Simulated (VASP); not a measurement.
Input of a VASP 6.6.1 run:

File INCAR:

```
ALGO = Fast
EDIFF = 1E-7
EDIFFG = -0.04
ENCUT = 600
GGA = PE
IBRION = 2
ISIF = 3
ISMEAR = 0
LASPH = T
LCHARG = F
LREAL = F
LWAVE = F
NELM = 100
NSW = 90
PREC = Accurate
SIGMA = 0.1
```

KPOINTS

```
k-points
0
Gamma
  6 6 4
```

POSCAR

```
HfBF
1.0
    3.5164517100      0.0000000000      0.0000000000
    0.0000000000      3.5164517100      0.0000000000
    0.0000000000      0.0000000000      6.6712576900
Hf B F
2 2 2
Direct
    0.5000000000      0.5000000000      0.0000000000
    0.0000000000      0.0000000000      0.0000000000
    0.5000000000      0.0000000000      0.2480859800
    0.0000000000      0.5000000000      0.7519140200
    0.0000000000      0.5000000000      0.3474483500
    0.5000000000      0.0000000000      0.6525516500
```

Potentials or basis: VASP PAW PBE potentials, release 64 (Hf_pv, B, F).

Run with:

```console
$ cat potpaw_PBE.64/Hf_pv/POTCAR potpaw_PBE.64/B/POTCAR potpaw_PBE.64/F/POTCAR > POTCAR
$ mpirun -np 1 vasp_std > vasp.out
```

(1) Predict the band gap on the k mesh.

(2) Estimate the relaxed cell.

(3) Predict the relaxed volume.

(4) Estimate the space group after relaxing (to 0.1 Å).

Results:

(1) zero (bands 20 and 21 overlap by 0.23 eV).

(2) a = 4.390 Å, b = 4.390 Å, c = 4.184 Å, α = 90.00°, β = 90.00°, γ = 90.00°.

(3) 13.44 Å³/atom.

(4) P4/nmm (No. 129).

Caveat: a cell axis changed by over 15 % at a fixed basis, so the end point is rough; spin-orbit coupling is left out, which moves the levels of the heavy elements.
